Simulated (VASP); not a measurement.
Runs of VASP 6.6.1 on AsF. The structure is that of space group F-43m (No. 216), or close to it. The cells are those of the table. 

```tsv
task	cell	k mesh	cutoff (eV)	gap on the mesh (eV)	pressure (GPa)	relaxed volume (Å³/atom)
relaxation of cell and atoms	relaxed from a = 3.821 Å, angles 60.0°, 2 atoms	18 × 18 × 18	600	none	0.0	19.69
single point	a = 3.824 Å, angles 60.0°, 2 atoms	18 × 18 × 18	520	none	-0.2	-
single point	a = 3.675 Å, angles 60.0°, 2 atoms	6 × 6 × 6	520	none	7.8	-
single point	a = 3.821 Å, angles 60.0°, 2 atoms	6 × 6 × 6	520	none	-0.1	-
relaxation of cell and atoms	relaxed from a = 3.675 Å, angles 60.0°, 2 atoms	6 × 6 × 6	600	none	-0.2	(a)
```

Alike in all rows: level PBE; potentials or basis VASP PAW PBE potentials, release 64 (As, F); no spin polarisation; smearing gaussian 0.1 eV.

Fill in the values left out.

(a) 19.80.

Caveats: the cell stands under pressure (at least some runs).

A k mesh can miss the band edges, and the runs leave out spin-orbit coupling on As.

A gap of «none» marks levels without a gap at the run's occupations.
